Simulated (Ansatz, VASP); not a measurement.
Ir in VASP and in Ansatz

```
Ir
1.0
     0.00000    1.92696    1.92696
     1.92696    0.00000    1.92696
     1.92696    1.92696    0.00000
Ir
1
Direct
  0.00000 0.00000 0.00000
```

Alike in both runs: task relaxation of cell and atoms; functional PBE; dispersion D3(BJ); k mesh 18 × 18 × 18; occupations gaussian, width 0.1 eV; no spin polarisation.

|  | VASP | Ansatz |
| --- | --- | --- |
| version | VASP 6.6.1 | Ansatz 0.2.0 |
| potentials or method | VASP PAW PBE potentials, release 64 (Ir), cutoff 600 eV | scalar-relativistic, plane waves, PAW |
| valence electrons in the cell | 9 | 17 |

```csv
,VASP,Ansatz,Ansatz less VASP
"gap on the k mesh at the Fermi level, each at its own relaxed structure (eV)",none,none,-
relaxed volume (Å³/atom),14.19,14.16,-0.028
relaxed cell length with the largest relative difference (Å),2.717,2.716,-0.0018
```

A gap of «none» marks a metal or a gap that the smearing closes. VASP's potentials hold 9 valence electrons a cell and Ansatz's 17, so a difference there can come from the potentials and not from the codes.

Spin-orbit coupling is off throughout.
